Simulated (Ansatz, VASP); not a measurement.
BN in VASP and in Ansatz

File POSCAR:

```
BN
1.0
    0.0000000000      1.6604286547      1.8048137551
    1.6604286547      0.0000000000      1.8048137551
    1.6604286547      1.6604286547      0.0000000000
B N
1 1
Direct
    0.0000000000      0.0000000000      0.0000000000
    0.7500000000      0.7500000000      0.7500000000
```

The input INCAR.step1:

```
PREC = Accurate ; ENCUT = 520
ISMEAR = 0 ; SIGMA = 0.05
LREAL = F ; LASPH = T
NELM = 100 ; NBANDS = 11
GGA = PE ; ALGO = Normal
EDIFF = 1E-4 ; LWAVE = T
LCHARG = F
```

INCAR.step2

```
PREC = Accurate ; ENCUT = 520
EDIFF = 1E-6 ; ISMEAR = 0
SIGMA = 0.05 ; LREAL = F
LASPH = T ; NELM = 100
ALGO = Normal ; ISIF = 2
LWAVE = F ; LCHARG = F
METAGGA = R2SCAN ; LMIXTAU = T
NBANDS = 11 ; ISTART = 1
```

File KPOINTS:

```
regular mesh
0
Gamma
  12 12 12
```

Input for Ansatz:

```yaml
crystal:
  lattice:
    - [0.0, 1.6604286547, 1.8048137551]
    - [1.6604286547, 0.0, 1.8048137551]
    - [1.6604286547, 1.6604286547, 0.0]
  atoms:
    - { symbol: B, position: [0.0, 0.0, 0.0] }
    - { symbol: "N", position: [0.75, 0.75, 0.75] }
basis:
  ecutwfc: 500
kpoints:
  mp_grid: { grid: [12, 12, 12] }
hamiltonian:
  xc: r2scan
scf:
  occupations: { method: gaussian, width: 0.05 }
output:
  forces: true
  stress: true
  eigenvalues: true
```

Change from the starting cell: strain -0.080 along x and y, +0.000 along z, atoms carried along.

Alike in both runs: task single point; functional r2SCAN; k mesh 12 × 12 × 12; occupations gaussian, width 0.05 eV; no spin polarisation.

```csv
,VASP,Ansatz
version,VASP 6.6.1,Ansatz 0.2.0
potentials or method,"VASP PAW PBE potentials, release 64 (B, N), cutoff 520 eV","scalar-relativistic, plane waves, PAW"
valence electrons in the cell,8,8
```

```tsv
	VASP	Ansatz	Ansatz less VASP
gap on the k mesh at the Fermi level (eV)	4.27	4.31	+0.037
least direct gap on the mesh (eV)	9.87	9.93	+0.057
pressure (GPa)	89.9	88.1	-1.78
traceless stress, the component that is largest in VASP (GPa)	-47.48	-47.60	-0.126
```

VASP's potentials were made for PBE, not for r2SCAN. Both programs put the cell under a high pressure, so it lies far from rest at this level.

Noted on VASP's run: the cell as given lies far from equilibrium.
